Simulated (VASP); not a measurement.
Here is a VASP 6.6.1 calculation.

POSCAR

```
KBr
1.0
    5.6185814494     -0.0098325175      0.0000000000
   -2.8178059347      4.8707505272      0.0000000000
    0.0000000000      0.0000000000      6.5538300027
K Br
2 2
Direct
    0.3335760588      0.6666686142     -0.0625000000
    0.6664239412      0.3333313858      0.4375000000
    0.3336283795      0.6666684372      0.4375000000
    0.6663716205      0.3333315628      0.9375000000
```

File INCAR.step1:

```
SYSTEM = KBr
PREC = Accurate ; ENCUT = 520
ISMEAR = 0 ; SIGMA = 0.01
LREAL = .FALSE. ; LASPH = .TRUE.
NELM = 100 ; NBANDS = 24
GGA = PE ; ALGO = Normal
EDIFF = 1E-4 ; LWAVE = .TRUE.
LCHARG = .FALSE.
```

The input INCAR.step2:

```
SYSTEM = KBr
PREC = Accurate ; ENCUT = 520
EDIFF = 1E-7 ; ISMEAR = 0
SIGMA = 0.01 ; LREAL = .FALSE.
LASPH = .TRUE. ; NELM = 100
ALGO = Normal ; ISIF = 2
LWAVE = .FALSE. ; LCHARG = .TRUE.
METAGGA = R2SCAN ; LMIXTAU = .TRUE.
LELF = .TRUE. ; LVHAR = .TRUE.
NBANDS = 24 ; ISTART = 1
```

KPOINTS

```
regular mesh
0
G
  6 6 4
  0 0 0
```

Potentials or basis: VASP PAW PBE potentials, release 64 (K_sv, Br).

Command:

```bash
$ cat potpaw_PBE.64/K_sv/POTCAR potpaw_PBE.64/Br/POTCAR > POTCAR
$ cp INCAR.step1 INCAR
$ mpirun -np 1 vasp_std > vasp.out
$ cp INCAR.step2 INCAR
$ mpirun -np 1 vasp_std > vasp.out
```

(1) What does it give for the pressure?

(2) What does it give for the band gap on the k mesh?

(3) Predict the largest force.

Answers

(1) 0.0 GPa.

(2) 4.77 eV, direct.

(3) 0.003 eV/Å.

Caveat: the cell differs from its parent crystal (shear xy strain -0.3%); the PAW data sets were made with another functional, which shifts forces and pressure a little.
